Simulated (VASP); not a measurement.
Set up this calculation in VASP 6.6.1, as the native input.

| Property | Result |
| --- | --- |
| Task | relaxation of cell and atoms |
| Functional | PBE |
| Potentials or basis | VASP PAW PBE potentials, release 64 (W_sv, C) |
| Cutoff | 600 eV |
| k mesh | 10 × 10 × 10 |
| Occupations | gaussian, width 0.1 eV |
| Spin | no spin polarisation |
| Dipole correction | no |
| Further INCAR settings | ALGO = Normal; EDIFF = 1e-07; IBRION = 2; EDIFFG = -0.01; NSW = 100; ISIF = 3 |

The structure of WC4 lies in POSCAR:

```
WC4
1.0
    3.5449138029      0.0000000000      0.0000000000
    0.0000000000      3.5449138029      0.0000000000
    0.0000000000      0.0000000000      3.5449138029
W C
1 4
Direct
    0.0000000000      0.0000000000      0.0000000000
    0.3460821563      0.3460821563      0.3460821563
    0.6539178437      0.6539178437      0.3460821563
    0.3460821563      0.6539178437      0.6539178437
    0.6539178437      0.3460821563      0.6539178437
```

The input as run:

INCAR

```
ALGO = Normal
EDIFF = 1E-7
EDIFFG = -0.01
ENCUT = 600
GGA = PE
IBRION = 2
ISIF = 3
ISMEAR = 0
LASPH = T
LCHARG = F
LREAL = F
LWAVE = F
NELM = 80
NSW = 100
PREC = Accurate
SIGMA = 0.1
```

KPOINTS

```
k-points
0
Gamma
  10 10 10
```

Potentials or basis: VASP PAW PBE potentials, release 64 (W_sv, C).

Run with:

```bash
$ cat potpaw_PBE.64/W_sv/POTCAR potpaw_PBE.64/C/POTCAR > POTCAR
$ mpirun -np 1 vasp_std > vasp.out
```

Results of the run:

The relaxed volume is 8.90 Å³/atom, the relaxed cell is a = 3.544 Å, b = 3.544 Å, c = 3.544 Å, α = 90.00°, β = 90.00°, γ = 90.00° and the space group after relaxing (to 0.05 Å) is P-43m (No. 215). The energy gained by relaxing is 0.2 meV/atom and the ionic steps are 5. The pressure after relaxing is 0.1 GPa and the band gap on the k mesh is zero (band 15 reaches 10.01 eV, above the bottom of band 16 at 9.06 eV).

Caveat: spin-orbit coupling is left out, which moves the levels of the heavy elements.

Run time: 76 s on 1 thread of Intel(R) Xeon(R) Platinum 8488C (Sapphire Rapids) (shared host), peak memory 0.2 GiB.
